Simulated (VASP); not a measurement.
# P (Cmce) in VASP: single point with PBE+D3(BJ)

Aim: the single point of P with PBE+D3(BJ).

All numbers are computed with VASP 6.6.1; they aren't measurements. Logs are shortened: lines on timing, memory, paths and dates and some standing lists are left out, and cuts for length are marked.

## (1) The cell of the first run

It takes space group Cmce (No. 64, orthorhombic). Conventional cell: a = 3.572 Å, b = 9.427 Å, c = 4.167 Å, α = 90.00°, β = 90.00°, γ = 90.00°. P (site symmetry m) has 3 P at 2.09 to 2.32 Å within 2.8 Å.

## (2) Single point, PBE+D3(BJ) (strain +0.0750 x Voigt [1, -1, 0, 0, 0, 0])

The input, INCAR:

```
PREC = Accurate
ENCUT = 520
EDIFF = 1E-7
ISMEAR = 0
SIGMA = 0.15
LREAL = F
LASPH = T
NELM = 100
ALGO = Normal
ISIF = 2
LWAVE = F
LCHARG = F
GGA = PE
IVDW = 12
NBANDS = 18
```

The input, KPOINTS:

```
regular mesh
0
Gamma
  16 16 12
```

The input, POSCAR:

```
P
1.0
    1.7858568046     -4.7135783855      0.0000000000
    1.7858568046      4.7135783855      0.0000000000
    0.0000000000      0.0000000000      4.1668618235
P
4
Direct
    0.1063803446      0.8936196554      0.9280972034
    0.6063803446      0.3936196554      0.5719027966
    0.8936196554      0.1063803446      0.0719027966
    0.3936196554      0.6063803446      0.4280972034
```

Potentials or basis: VASP PAW PBE potentials, release 64 (P).

Started as:

```bash
$ cat potpaw_PBE.64/P/POTCAR > POTCAR
$ mpirun -np 1 vasp_std > vasp.out
```

OUTCAR:

```text
PREC = Accurate
   ENCUT = 520
   EDIFF = 1E-7
   ISMEAR = 0
   LREAL = F
   LASPH = T
   NELM = 100
   ISIF = 2
   GGA = PE
   IVDW = 12
 IVDW          = 12

 ion  position               nearest neighbor table
   1  0.106  0.894  0.928-   3 2.09   2 2.32   2 2.32
   2  0.606  0.394  0.572-   4 2.09   1 2.32   1 2.32
   3  0.894  0.106  0.072-   1 2.09   4 2.32   4 2.32
   4  0.394  0.606  0.428-   2 2.09   3 2.32   3 2.32

  LATTYP: Found a base centered orthorhombic cell.
 ALAT       =     3.5717136092
 B/A-ratio  =     2.6393932444
 C/A-ratio  =     1.1666282013

  Lattice vectors:

 A1 = (   1.7858568046,  -4.7135783855,   0.0000000000)
 A2 = (   1.7858568046,   4.7135783855,   0.0000000000)
 A3 = (   0.0000000000,   0.0000000000,   4.1668618235)

Analysis of symmetry for initial positions (statically):
=====================================================================
 Subroutine PRICEL returns:
 Original cell was already a primitive cell.

 Routine SETGRP: Setting up the symmetry group for a
 base centered orthorhombic supercell.

 Subroutine GETGRP returns: Found  8 space group operations
 (whereof  4 operations were pure point group operations)
 out of a pool of  8 trial point group operations.

The static configuration has the point symmetry C_2h.
 The point group associated with its full space group is D_2h.

Analysis of symmetry for dynamics (positions and initial velocities):
=====================================================================
 Subroutine PRICEL returns:
 Original cell was already a primitive cell.

 Routine SETGRP: Setting up the symmetry group for a
 base centered orthorhombic supercell.

 Subroutine GETGRP returns: Found  8 space group operations
 (whereof  4 operations were pure point group operations)
 out of a pool of  8 trial point group operations.

The dynamic configuration has the point symmetry C_2h.
 The point group associated with its full space group is D_2h.

 Subroutine INISYM returns: Found  8 space group operations
 (whereof  4 operations are pure point group operations),
 and found     1 'primitive' translations

----------------------------------------------------------------------------------------

                                     Primitive cell

  volume of cell :      70.1514

  direct lattice vectors                    reciprocal lattice vectors
     1.785856805 -4.713578385  0.000000000     0.279977655 -0.106076522  0.000000000
     1.785856805  4.713578385  0.000000000     0.279977655  0.106076522  0.000000000
     0.000000000  0.000000000  4.166861823     0.000000000  0.000000000  0.239988759

  length of vectors
     5.040546173  5.040546173  4.166861823     0.299398924  0.299398924  0.239988759

  position of ions in fractional coordinates (direct lattice)
     0.106380345  0.893619655  0.928097203
     0.606380345  0.393619655  0.571902797
     0.893619655  0.106380345  0.071902797
     0.393619655  0.606380345  0.428097203

  ion indices of the primitive-cell ions
   primitive index   ion index
                 1           1
                 2           2
                 3           3
                 4           4

----------------------------------------------------------------------------------------

 KPOINTS: regular mesh

Automatic generation of k-mesh.
 Grid dimensions read from file:
 generate k-points for:   16   16   12

 Generating k-lattice:

  Cartesian coordinates                     Fractional coordinates (reciprocal lattice)
     0.017498603 -0.006629783  0.000000000     0.062500000  0.000000000  0.000000000
     0.017498603  0.006629783  0.000000000     0.000000000  0.062500000  0.000000000
     0.000000000  0.000000000  0.019999063     0.000000000  0.000000000  0.083333333

  Length of vectors
     0.018712433  0.018712433  0.019999063

  Shift w.r.t. Gamma in fractional coordinates (k-lattice)
     0.000000000  0.000000000  0.000000000

 Subroutine IBZKPT returns following result:
 ===========================================

 Found    511 irreducible k-points:

 Following reciprocal coordinates:
            Coordinates               Weight
  0.000000  0.000000  0.000000      1.000000
  0.062500  0.000000  0.000000      4.000000
  0.125000  0.000000  0.000000      4.000000
  0.187500 -0.000000  0.000000      4.000000
  0.250000  0.000000  0.000000      4.000000
  0.312500  0.000000  0.000000      4.000000
[... 16 lines left out ...]
 -0.125000  0.062500  0.000000      4.000000
 -0.062500  0.062500  0.000000      2.000000
 [... further k-points ...]
   k-points           NKPTS =    511   k-points in BZ     NKDIM =    511   number of bands    NBANDS=     18
   number of dos      NEDOS =    301   number of ions     NIONS =      4
   total plane-waves  NPLWV =  51200
   dimension x,y,z NGX =    40 NGY =   40 NGZ =   32
   dimension x,y,z NGXF=    80 NGYF=   80 NGZF=   64
   ions per type =               4
   NGX,Y,Z   is equivalent  to a cutoff of  13.19, 13.19, 12.77 a.u.
   NGXF,Y,Z  is equivalent  to a cutoff of  26.39, 26.39, 25.53 a.u.
 SYSTEM =  unknown system
   PREC   = accura    normal or accurate (medium, high low for compatibility)
   ISTART =      0    job   : 0-new  1-cont  2-samecut
   ICHARG =      2    charge: 1-file 2-atom 10-const
   ISPIN  =      1    spin polarized calculation?
   LNONCOLLINEAR =      F non collinear calculations
   LSORBIT =      F    spin-orbit coupling
   LASPH  =      T    aspherical Exc in radial PAW
   ENCUT  =  520.0 eV  38.22 Ry    6.18 a.u.   9.37  9.37  7.75*2*pi/ulx,y,z
   NELM   =    100;   NELMIN=  2; NELMDL= -5     # of ELM steps
   EDIFF  = 0.1E-06   stopping-criterion for ELM
   LREAL  =      F    real-space projection
   EDIFFG = 0.1E-05   stopping-criterion for IOM
   NSW    =      0    number of steps for IOM
   IBRION =     -1    ionic relax: 0-MD 1-quasi-New 2-CG
   NFREE  =      0    steps in history (QN), initial steepest desc. (CG)
   ISIF   =      2    stress and relaxation
   ISYM   =      2    0-nonsym 1-usesym 2-fastsym
   POTIM  = 0.5000    time-step for ionic-motion
   TEBEG  =    0.0;   TEEND  =   0.0 temperature during run
   PSTRESS=    0.0 pullay stress
   NELECT =      20.0000    total number of electrons
   NUPDOWN=      -1.0000    fix difference up-down
   EMIN   =  10.00;   EMAX   =-10.00  energy-range for DOS
   EFERMI =   0.00;   METHOD = LEGACY
   ISMEAR =     0;   SIGMA  =   0.15  broadening in eV -4-tet -1-fermi 0-gaus
   EFERMI_NEDOS =   21; number of points for ismear=-14 and -15
   IALGO  =     38    algorithm
   IMIX   =      4    mixing-type and parameters
     AMIX     =   0.40;   BMIX     =  1.00
     AMIX_MAG =   1.60;   BMIX_MAG =  1.00
  volume/ion in A,a.u.               =      17.54       118.35
  Fermi-wavevector in a.u.,A,eV,Ry     =   1.077472  2.036127 15.795629  1.160946
  Thomas-Fermi vector in A             =   2.213385
   LORBIT       =      0    0 simple, 1 ext, 2 COOP (PROOUT), +10 PAW based schemes
   GGA     = PE    functional components
   LHFCALC =     F    Hartree Fock is set to
   AEXX    =    0.0000 exact exchange contribution
   IVDW    =    12    specifies the selected vdW correction
   LEPSILON=     F    determine dielectric tensor
   LRPA    =     F    only Hartree local field effects (RPA)
 non-spin polarized calculation
 Gauss-broadening in eV      SIGMA  =   0.15
  energy-cutoff  :      520.00
  volume of cell :       70.15
 maximum number of plane-waves:      1912
 NGX is ok and might be reduce to    40
   NGX = 19   NGY = 19   NGZ = 15

 number of electron      19.9999996 magnetization

 Free energy of the ion-electron system (eV)
  ---------------------------------------------------
  ext. energy  EPLUGINS =         0.00000000
  ---------------------------------------------------
  free energy    TOTEN  =       -20.91864097 eV

  energy without entropy =      -20.91810112  energy(sigma->0) =      -20.91837104

 E-fermi :   7.3350     XC(G=0): -10.3084

 val. band max:        7.2678573195   @ k =   0.5000   0.5000   0.2500
 cond. band min:       7.4262658121   @ k =   0.5000   0.1875   0.0000
 fundamental gap:      0.1584084926
 Fermi energy:         7.3349742276

 k-point     1 :       0.0000    0.0000    0.0000
  band No.  band energies     occupation
      1      -8.5360      2.00000
      2      -3.9999      2.00000
      3      -2.7195      2.00000
      4       0.3040      2.00000
      5       2.4768      2.00000
      6       2.6076      2.00000
[... 10 lines left out ...]
     17      14.0704      0.00000
     18      14.6321      0.00000

 k-point     2 :       0.0625    0.0000    0.0000
  band No.  band energies     occupation
      1      -8.4937      2.00000
      2      -3.9749      2.00000
      3      -2.7750      2.00000
      4       0.3509      2.00000
      5       2.4810      2.00000
      6       2.5213      2.00000
[... 10 lines left out ...]
     17      13.6438      0.00000
     18      14.7751      0.00000

 k-point     3 :       0.1250    0.0000    0.0000
  band No.  band energies     occupation
      1      -8.3671      2.00000
      2      -3.8989      2.00000
      3      -2.9485      2.00000
      4       0.4895      2.00000
      5       1.9988      2.00000
      6       2.3259      2.00000
[... 10 lines left out ...]
     17      12.7278      0.00000
     18      15.2094      0.00000

 k-point     4 :       0.1875   -0.0000    0.0000
  band No.  band energies     occupation
      1      -8.1575      2.00000
      2      -3.7694      2.00000
      3      -3.2512      2.00000
      4       0.7146      2.00000
      5       1.1943      2.00000
      6       2.0673      2.00000
[... 10 lines left out ...]
     17      12.0811      0.00000
     18      14.9497      0.00000

 k-point     5 :       0.2500    0.0000    0.0000
  band No.  band energies     occupation
      1      -7.8672      2.00000
      2      -3.6806      2.00000
      3      -3.5825      2.00000
      4       0.3913      2.00000
      5       1.0162      2.00000
      6       1.9464      2.00000
[... 10 lines left out ...]
     17      12.3363      0.00000
     18      14.4104      0.00000

 k-point     6 :       0.3125    0.0000    0.0000
  band No.  band energies     occupation
      1      -7.4998      2.00000
      2      -4.2104      2.00000
      3      -3.3339      2.00000
      4      -0.3585      2.00000
      5       1.3768      2.00000
      6       1.9630      2.00000
[... 10 lines left out ...]
     17      13.0725      0.00000
     18      14.7467      0.00000

 k-point     7 :       0.3750   -0.0000    0.0000
  band No.  band energies     occupation
      1      -7.0605      2.00000
      2      -4.7993      2.00000
      3      -3.0195      2.00000
      4      -1.0398      2.00000
      5       1.7628      2.00000
      6       2.0827      2.00000
[... 10 lines left out ...]
     17      14.2761      0.00000
     18      14.8125      0.00000

 k-point     8 :       0.4375   -0.0000    0.0000
  band No.  band energies     occupation
      1      -6.5570      2.00000
      2      -5.4067      2.00000
      3      -2.6354      2.00000
      4      -1.6469      2.00000
      5       2.1025      2.00000
      6       2.2294      2.00000
[... 10 lines left out ...]
     17      14.7344      0.00000
     18      15.1390      0.00000
[... 229 lines left out ...]
     17      13.0166      0.00000
     18      14.5159      0.00000

 k-point    20 :      -0.3125    0.0625    0.0000
  band No.  band energies     occupation
      1      -7.8050      2.00000
      2      -3.8181      2.00000
      3      -3.7035      2.00000
      4       0.4906      2.00000
      5       1.2265      2.00000
      6       1.9770      2.00000
[... 10 lines left out ...]
     17      12.4886      0.00000
     18      14.0685      0.00000

 k-point    21 :      -0.2500    0.0625    0.0000
  band No.  band energies     occupation
      1      -8.1053      2.00000
      2      -3.9766      2.00000
      3      -3.2569      2.00000
      4       0.8972      2.00000
      5       1.2032      2.00000
      6       2.1322      2.00000
[... 10 lines left out ...]
     17      12.2379      0.00000
     18      14.3353      0.00000

 k-point    22 :      -0.1875    0.0625    0.0000
  band No.  band energies     occupation
      1      -8.3267      2.00000
      2      -4.0666      2.00000
      3      -2.9432      2.00000
      4       0.6363      2.00000
      5       1.8919      2.00000
      6       2.4401      2.00000
[... 10 lines left out ...]
     17      12.8113      0.00000
     18      14.6540      0.00000

 k-point    23 :      -0.1250    0.0625    0.0000
  band No.  band energies     occupation
      1      -8.4662      2.00000
      2      -4.0932      2.00000
      3      -2.7670      2.00000
      4       0.4542      2.00000
      5       2.4029      2.00000
      6       2.6063      2.00000
[... 10 lines left out ...]
     17      13.6566      0.00000
     18      14.5663      0.00000

 k-point    24 :      -0.0625    0.0625    0.0000
  band No.  band energies     occupation
      1      -8.5221      2.00000
      2      -4.0611      2.00000
      3      -2.7146      2.00000
      4       0.3576      2.00000
      5       2.5212      2.00000
      6       2.5852      2.00000
[... 10 lines left out ...]
     17      13.9527      0.00000
     18      14.5648      0.00000

 [... further k-points ...]

------------------------ aborting loop because EDIFF is reached ----------------------------------------

 Edisp (eV)   -1.60218

 E8    (eV) :    -0.6067

  FORCE on cell =-STRESS in cart. coord.  units (eV):
  Direction    XX          YY          ZZ          XY          YZ          ZX
  --------------------------------------------------------------------------------------
  -------------------------------------------------------------------------------------
  Total      -4.38819     7.82353    -1.91964     0.00000     0.00000     0.00000
  in kB    -100.22113   178.68034   -43.84246     0.00000     0.00000     0.00000
  external pressure =       11.54 kB  Pullay stress =        0.00 kB

 VOLUME and BASIS-vectors are now :
 -----------------------------------------------------------------------------
  energy-cutoff  :      520.00
  volume of cell :       70.15
      direct lattice vectors                 reciprocal lattice vectors
     1.785856805 -4.713578385  0.000000000     0.279977655 -0.106076522  0.000000000
     1.785856805  4.713578385  0.000000000     0.279977655  0.106076522  0.000000000
     0.000000000  0.000000000  4.166861823     0.000000000  0.000000000  0.239988759

 POSITION                                       TOTAL-FORCE (eV/Angst)
 -----------------------------------------------------------------------------------
      1.78586      3.71071      3.86725         0.000000     -1.600877     -0.771178
      1.78586     -1.00286      2.38304         0.000000     -1.600877      0.771178
      1.78586     -3.71071      0.29961         0.000000      1.600877      0.771178
      1.78586      1.00286      1.78382         0.000000      1.600877     -0.771178
 -----------------------------------------------------------------------------------
    total drift:                               -0.000000     -0.000000      0.000000

  FREE ENERGIE OF THE ION-ELECTRON SYSTEM (eV)
  ---------------------------------------------------
  free  energy   TOTEN  =       -22.5208160910 eV

  energy  without entropy=      -22.5202762365  energy(sigma->0) =      -22.52054616
```

Run time: 5.8 min. Hardware: 1 thread of Intel Xeon Platinum 8559C (Emerald Rapids), shared host; peak memory 0.55 GiB.

What came out:

- Free energy: -22.5208 eV
- Pressure: 1.2 GPa
- Largest force: 1.777 eV/Å
- Band gap on the k mesh: 0.16 eV (least direct gap 0.65 eV)
- Dispersion energy per atom: -0.401 eV

Forces on the atoms (eV/Å):
```
P    0.000 -1.601 -0.771
P    0.000 -1.601  0.771
P    0.000  1.601  0.771
P    0.000  1.601 -0.771
```

Caveat: the cell differs from its parent crystal (strain +0.0750 x Voigt [1, -1, 0, 0, 0, 0]); forces of over 1 eV/Å act on the atoms, so gaps and moduli don't describe the material at rest.
